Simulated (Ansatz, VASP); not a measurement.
BeZn2O3: VASP beside Ansatz

```
CELL_PARAMETERS angstrom
6.40851 0.00000 0.00000
-3.20425 5.54993 0.00000
0.00000 0.00000 2.53197
ATOMIC_POSITIONS crystal
Be 0.00000 0.00000 0.50000
Zn 0.33333 0.66667 0.00000
Zn 0.66667 0.33333 0.00000
O 0.50000 0.00000 0.00000
O 0.00000 0.50000 0.00000
O 0.50000 0.50000 0.00000
```

Alike in both runs: functional PBE; k mesh 3 × 3 × 3; occupations gaussian, width 0.15 eV; no spin polarisation.

Ansatz relaxed the structure, and its values are those at the end. VASP's run is a single point on that final structure, the one shown.

|  | VASP | Ansatz |
| --- | --- | --- |
| version | VASP 6.6.1 | Ansatz 0.2.0 |
| potentials or method | VASP PAW PBE potentials, release 64 (Be, Zn, O), cutoff 600 eV | scalar-relativistic, plane waves, PAW |
| valence electrons in the cell | 44 | 44 |

|  | VASP | Ansatz | Ansatz less VASP |
| --- | --- | --- | --- |
| gap on the k mesh at the Fermi level (eV) | none | none | - |
| pressure (GPa) | 0.7 | 0.1 | -0.60 |

A gap of «none» marks a metal or a gap that the smearing closes. With one functional, cell and mesh, what is left measures potentials, basis and numerics.

The k mesh is coarse, so the values compare programs but aren't converged.
